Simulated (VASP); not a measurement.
# CdSe (I-4m2) in VASP: further runs

The runs below take CdSe through single point, with r2SCAN.

Everything below comes from runs of VASP 6.6.1. Logs are shortened: lines on timing, memory, paths and dates and some standing lists are left out, and cuts for length are marked.

## 1. The cell of the first run

The structure is tetragonal, space group I-4m2 (No. 119). The conventional cell has a = 4.294 Å, b = 4.294 Å, c = 6.218 Å, α = 90.00°, β = 90.00°, γ = 90.00°. Cd (site symmetry -4m2) has 4 Se at 2.65 Å within 3.5 Å. Within 3.5 Å of Se (site symmetry -4m2) lie 4 Cd at 2.65 Å.

## 2. Single point, r2SCAN (film at in-plane strain -0.01)

File POSCAR:

```
CdSe
1.0
    3.0361109542      3.0361109542      0.0000000000
   -3.0361109542      3.0361109542      0.0000000000
    0.0000000000      3.0361109542      3.1092280947
Cd Se
1 1
Direct
    0.0000000000      0.0000000000      0.0000000000
    0.7500000000      0.2500000000      0.5000000000
```

File INCAR.step1:

```
PREC = Accurate
ENCUT = 520
ISMEAR = 0
SIGMA = 0.01
LREAL = False
LASPH = True
NELM = 60
NBANDS = 16
GGA = PE
ALGO = Normal
EDIFF = 1E-4
LWAVE = True
LCHARG = False
```

File INCAR.step2:

```
PREC = Accurate
ENCUT = 520
EDIFF = 1E-6
ISMEAR = 0
SIGMA = 0.01
LREAL = False
LASPH = True
NELM = 60
ALGO = Normal
ISIF = 2
LWAVE = False
LCHARG = False
METAGGA = R2SCAN
LMIXTAU = True
NBANDS = 16
ISTART = 1
```

File KPOINTS:

```
Automatic mesh
0
Gamma
  6 6 6
```

Potentials or basis: VASP PAW PBE potentials, release 64 (Cd, Se).

Run with:

```sh
cat potpaw_PBE.64/Cd/POTCAR potpaw_PBE.64/Se/POTCAR > POTCAR
cp INCAR.step1 INCAR
mpirun -np 1 vasp_std > vasp.out
cp INCAR.step2 INCAR
mpirun -np 1 vasp_std > vasp.out
```

OUTCAR:

```text
PREC = Accurate
   ENCUT = 520
   EDIFF = 1E-6
   ISMEAR = 0
   LREAL = False
   LASPH = True
   NELM = 60
   ISIF = 2
   METAGGA = R2SCAN
   ISTART = 1

 ion  position               nearest neighbor table
   1  0.000  0.000  0.000-   2 2.65   2 2.65   2 2.65   2 2.65
   2  0.750  0.250  0.500-   1 2.65   1 2.65   1 2.65   1 2.65

  LATTYP: Found a body centered tetragonal cell.
 ALAT       =     4.2937092883
 C/A-ratio  =     1.4482713598

  Lattice vectors:

 A1 = (   3.0361109542,   0.0000000000,  -3.1092280947)
 A2 = (  -3.0361109542,   0.0000000000,  -3.1092280947)
 A3 = (   0.0000000000,   3.0361109542,   3.1092280947)

Analysis of symmetry for initial positions (statically):
=====================================================================
 Subroutine PRICEL returns:
 Original cell was already a primitive cell.

 Routine SETGRP: Setting up the symmetry group for a
 body centered tetragonal supercell.

 Subroutine GETGRP returns: Found  8 space group operations
 (whereof  8 operations were pure point group operations)
 out of a pool of 16 trial point group operations.

The static configuration has the point symmetry D_2d.

Analysis of symmetry for dynamics (positions and initial velocities):
=====================================================================
 Subroutine PRICEL returns:
 Original cell was already a primitive cell.

 Routine SETGRP: Setting up the symmetry group for a
 body centered tetragonal supercell.

 Subroutine GETGRP returns: Found  8 space group operations
 (whereof  8 operations were pure point group operations)
 out of a pool of 16 trial point group operations.

The dynamic configuration has the point symmetry D_2d.

 Subroutine INISYM returns: Found  8 space group operations
 (whereof  8 operations are pure point group operations),
 and found     1 'primitive' translations

----------------------------------------------------------------------------------------

                                     Primitive cell

  volume of cell :      57.3215

  direct lattice vectors                    reciprocal lattice vectors
     3.036110954  3.036110954  0.000000000     0.164684363  0.164684363 -0.160811618
    -3.036110954  3.036110954  0.000000000    -0.164684363  0.164684363 -0.160811618
     0.000000000  3.036110954  3.109228095     0.000000000  0.000000000  0.321623236

  length of vectors
     4.293709288  4.293709288  4.345718476     0.283023419  0.283023419  0.321623236

  position of ions in fractional coordinates (direct lattice)
     0.000000000  0.000000000  0.000000000
     0.750000000  0.250000000  0.500000000

  ion indices of the primitive-cell ions
   primitive index   ion index
                 1           1
                 2           2

----------------------------------------------------------------------------------------

 KPOINTS: Automatic mesh

Automatic generation of k-mesh.
 Grid dimensions read from file:
 generate k-points for:    6    6    6

 Generating k-lattice:

  Cartesian coordinates                     Fractional coordinates (reciprocal lattice)
     0.027447394  0.027447394 -0.026801936     0.166666667  0.000000000  0.000000000
    -0.027447394  0.027447394 -0.026801936     0.000000000  0.166666667  0.000000000
     0.000000000  0.000000000  0.053603873     0.000000000  0.000000000  0.166666667

  Length of vectors
     0.047170570  0.047170570  0.053603873

  Shift w.r.t. Gamma in fractional coordinates (k-lattice)
     0.000000000  0.000000000  0.000000000

 Subroutine IBZKPT returns following result:
 ===========================================

 Found     30 irreducible k-points:

 Following reciprocal coordinates:
            Coordinates               Weight
  0.000000  0.000000  0.000000      1.000000
  0.166667  0.000000  0.000000      8.000000
  0.333333  0.000000  0.000000      8.000000
  0.500000  0.000000  0.000000      4.000000
  0.166667  0.166667  0.000000      8.000000
  0.333333  0.166667  0.000000     16.000000
[... 16 lines left out ...]
 -0.333333 -0.333333  0.166667      4.000000
 -0.166667 -0.333333  0.166667     16.000000
 [... further k-points ...]
   k-points           NKPTS =     30   k-points in BZ     NKDIM =     30   number of bands    NBANDS=     16
   number of dos      NEDOS =    301   number of ions     NIONS =      2
   total plane-waves  NPLWV =  32768
   dimension x,y,z NGX =    32 NGY =   32 NGZ =   32
   dimension x,y,z NGXF=    64 NGYF=   64 NGZF=   64
   ions per type =               1   1
   NGX,Y,Z   is equivalent  to a cutoff of  12.39, 12.39, 12.24 a.u.
   NGXF,Y,Z  is equivalent  to a cutoff of  24.78, 24.78, 24.48 a.u.
 SYSTEM =  unknown system
   PREC   = accura    normal or accurate (medium, high low for compatibility)
   ISTART =      1    job   : 0-new  1-cont  2-samecut
   ICHARG =      0    charge: 1-file 2-atom 10-const
   ISPIN  =      1    spin polarized calculation?
   LNONCOLLINEAR =      F non collinear calculations
   LSORBIT =      F    spin-orbit coupling
   LASPH  =      T    aspherical Exc in radial PAW
   ENCUT  =  520.0 eV  38.22 Ry    6.18 a.u.   7.98  7.98  8.08*2*pi/ulx,y,z
   NELM   =     60;   NELMIN=  2; NELMDL=  0     # of ELM steps
   EDIFF  = 0.1E-05   stopping-criterion for ELM
   LREAL  =      F    real-space projection
[... 7 lines left out ...]
   TEBEG  =    0.0;   TEEND  =   0.0 temperature during run
   PSTRESS=    0.0 pullay stress
   NELECT =      18.0000    total number of electrons
   NUPDOWN=      -1.0000    fix difference up-down
   EMIN   =  10.00;   EMAX   =-10.00  energy-range for DOS
   EFERMI =   0.00;   METHOD = LEGACY
   ISMEAR =     0;   SIGMA  =   0.01  broadening in eV -4-tet -1-fermi 0-gaus
   EFERMI_NEDOS =   21; number of points for ismear=-14 and -15
   IALGO  =     38    algorithm
   IMIX   =      4    mixing-type and parameters
     AMIX     =   0.40;   BMIX     =  1.00
     AMIX_MAG =   1.60;   BMIX_MAG =  1.00
  volume/ion in A,a.u.               =      28.66       193.41
  Fermi-wavevector in a.u.,A,eV,Ry     =   1.112738  2.102771 16.846551  1.238187
  Thomas-Fermi vector in A             =   2.249316
   LORBIT       =      0    0 simple, 1 ext, 2 COOP (PROOUT), +10 PAW based schemes
   METAGGA = R2SCAN    functional components
   LHFCALC =     F    Hartree Fock is set to
   AEXX    =    0.0000 exact exchange contribution
   IVDW    =     0    specifies the selected vdW correction
   LEPSILON=     F    determine dielectric tensor
   LRPA    =     F    only Hartree local field effects (RPA)
 non-spin polarized calculation
 Gauss-broadening in eV      SIGMA  =   0.01
  energy-cutoff  :      520.00
  volume of cell :       57.32
 maximum number of plane-waves:      1561
   NGX = 15   NGY = 15   NGZ = 17

 number of electron      18.0000005 magnetization

 Free energy of the ion-electron system (eV)
  ---------------------------------------------------
  ext. energy  EPLUGINS =         0.00000000
  ---------------------------------------------------
  free energy    TOTEN  =       -35.91076153 eV

  energy without entropy =      -35.91076153  energy(sigma->0) =      -35.91076153

 E-fermi :   0.5675     XC(G=0):  -9.3375

 val. band max:        0.5226848891   @ k =   0.0000   0.0000   0.0000
 cond. band min:       1.5380372117   @ k =   0.0000   0.0000   0.0000
 fundamental gap:      1.0153523226
 Fermi energy:         0.5674594725

 k-point     1 :       0.0000    0.0000    0.0000
  band No.  band energies     occupation
      1     -12.4135      2.00000
      2      -7.6174      2.00000
      3      -7.6062      2.00000
      4      -7.6062      2.00000
      5      -7.2321      2.00000
      6      -7.2278      2.00000
[... 8 lines left out ...]
     15      11.9024      0.00000
     16      12.2886      0.00000

 k-point     2 :       0.1667    0.0000    0.0000
  band No.  band energies     occupation
      1     -12.3236      2.00000
      2      -7.5855      2.00000
      3      -7.5772      2.00000
      4      -7.5172      2.00000
      5      -7.2314      2.00000
      6      -7.2296      2.00000
[... 8 lines left out ...]
     15      11.2126      0.00000
     16      11.5198      0.00000

 k-point     3 :       0.3333    0.0000    0.0000
  band No.  band energies     occupation
      1     -12.1412      2.00000
      2      -7.5376      2.00000
      3      -7.5276      2.00000
      4      -7.2253      2.00000
      5      -7.2224      2.00000
      6      -7.2048      2.00000
[... 8 lines left out ...]
     15      11.5770      0.00000
     16      11.6114      0.00000

 k-point     4 :       0.5000    0.0000    0.0000
  band No.  band energies     occupation
      1     -12.0493      2.00000
      2      -7.5202      2.00000
      3      -7.5086      2.00000
      4      -7.2115      2.00000
      5      -7.2036      2.00000
      6      -6.9398      2.00000
[... 8 lines left out ...]
     15      13.1662      0.00000
     16      13.3115      0.00000
[... 324 lines left out ...]
 k-point    22 :      -0.1667    0.5000    0.1667
  band No.  band energies     occupation
      1     -12.0218      2.00000
      2      -7.4597      2.00000
      3      -7.4566      2.00000
      4      -7.2993      2.00000
      5      -7.2036      2.00000
      6      -6.9839      2.00000
[... 8 lines left out ...]
     15      13.3758      0.00000
     16      14.2263      0.00000

 k-point    23 :      -0.3333   -0.3333    0.1667
  band No.  band energies     occupation
      1     -11.9342      2.00000
      2      -7.4223      2.00000
      3      -7.3937      2.00000
      4      -7.2995      2.00000
      5      -7.1994      2.00000
      6      -6.7770      2.00000
[... 8 lines left out ...]
     15      13.8462      0.00000
     16      13.9521      0.00000

 k-point    24 :      -0.1667   -0.3333    0.1667
  band No.  band energies     occupation
      1     -11.9658      2.00000
      2      -7.4534      2.00000
      3      -7.4273      2.00000
      4      -7.2594      2.00000
      5      -7.2187      2.00000
      6      -6.8112      2.00000
[... 8 lines left out ...]
     15      12.9506      0.00000
     16      14.0096      0.00000

 [... further k-points ...]

------------------------ aborting loop because EDIFF is reached ----------------------------------------

  FORCE on cell =-STRESS in cart. coord.  units (eV):
  Direction    XX          YY          ZZ          XY          YZ          ZX
  --------------------------------------------------------------------------------------
  -------------------------------------------------------------------------------------
  Total        0.2568439      0.2568439      0.1063718      0.0000000      0.0000000     -0.0000000
  in kB        7.1789677      7.1789677      2.9731667      0.0000000      0.0000000     -0.0000000
  external PRESSURE =       5.7770340 kB  Pullay stress =       0.0000000 kB

 VOLUME and BASIS-vectors are now :
 -----------------------------------------------------------------------------
  energy-cutoff  :      520.00
  volume of cell :       57.32
      direct lattice vectors                 reciprocal lattice vectors
     3.036110954  3.036110954  0.000000000     0.164684363  0.164684363 -0.160811618
    -3.036110954  3.036110954  0.000000000    -0.164684363  0.164684363 -0.160811618
     0.000000000  3.036110954  3.109228095     0.000000000  0.000000000  0.321623236

 POSITION                                       TOTAL-FORCE (eV/Angst)
 -----------------------------------------------------------------------------------
      0.00000      0.00000      0.00000        -0.000000      0.000000      0.000000
      1.51806      4.55417      1.55461         0.000000     -0.000000      0.000000
 -----------------------------------------------------------------------------------
    total drift:                                0.000007     -0.000000      0.000000

  FREE ENERGIE OF THE ION-ELECTRON SYSTEM (eV)
  ---------------------------------------------------
  free  energy   TOTEN  =       -35.9107615292 eV

  energy  without entropy=      -35.9107615292  energy(sigma->0) =      -35.91076153
```

It took 39 s on 1 thread of Intel Xeon 6975P-C (Granite Rapids), shared host; peak memory 0.19 GiB.

Results:

```
Free energy            : -35.9108 eV
Pressure               : 0.6 GPa
Band gap on the k mesh : 1.02 eV, direct
```

Caveat: the cell differs from its parent crystal (film at in-plane strain -0.01); the PAW data sets were made with another functional, which shifts forces and pressure a little.

[end of part 1 of 2]
